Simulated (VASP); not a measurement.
Crystal: LuAg3O3.

```
Lu Ag O
1.0
     2.67259    1.54302    4.59121
    -2.67259    1.54302    4.59121
     0.00000   -3.08605    4.59121
Lu Ag O
1 3 3
Direct
  0.00000 0.00000 0.00000
  0.50000 0.00000 0.00000
  0.00000 0.00000 0.50000
  0.00000 0.50000 0.00000
  0.00000 0.50000 0.50000
  0.50000 0.50000 0.00000
  0.50000 0.00000 0.50000
```

The cell was built from a structure type or drawn by symmetry, and may not be a known phase.

```yaml
Program: VASP 6.6.1
Task: relaxation of cell and atoms
Functional: PBE
Potentials_or_basis: VASP PAW PBE potentials, release 64 (Lu, Ag, O)
Cutoff: 600 eV
k_mesh: 3 × 3 × 3
Occupations: gaussian, width 0.15 eV
Spin: no spin polarisation
```

At the start: pressure -0.8 GPa; volume 16.23 Å³/atom.

Task: How do energy, volume and symmetry change on relaxing?

Result: Over 6 steps the energy falls by 120.7 meV/atom and the volume is 16.69 Å³/atom (+2.8 %); space group R-3m (No. 166, to 0.1 Å) before and after.

Step by step:
```csv
step,energy change (eV),largest force (eV/Å),pressure (GPa),volume (Å³)
1,0.0000,0.0000,-0.84,113.60
2,-0.5786,0.0000,0.80,111.94
3,-0.7503,0.0000,4.22,110.13
4,-0.8357,0.0000,-1.07,117.62
5,-0.8374,0.0000,-0.52,116.65
6,-0.8450,0.0000,-0.07,116.81
```

Final structure:
```cif
data_structure
_symmetry_space_group_name_H-M 'P 1'
_symmetry_Int_Tables_number 1
_cell_length_a 6.0316
_cell_length_b 6.0316
_cell_length_c 6.0316
_cell_angle_alpha 49.547
_cell_angle_beta 49.547
_cell_angle_gamma 49.547
_cell_volume 116.81
loop_
_atom_site_label
_atom_site_type_symbol
_atom_site_fract_x
_atom_site_fract_y
_atom_site_fract_z
_atom_site_occupancy
Lu1 Lu 0.00000 0.00000 0.00000 1
Ag1 Ag 0.50000 0.00000 0.00000 1
Ag2 Ag 0.00000 0.00000 0.50000 1
Ag3 Ag 0.00000 0.50000 0.00000 1
O1 O 0.00000 0.50000 0.50000 1
O2 O 0.50000 0.50000 0.00000 1
O3 O 0.50000 0.00000 0.50000 1
```

Caveat: the k points lie up to 0.50 Å⁻¹ apart in the final cell, too coarse for converged energies and pressures of a metal.
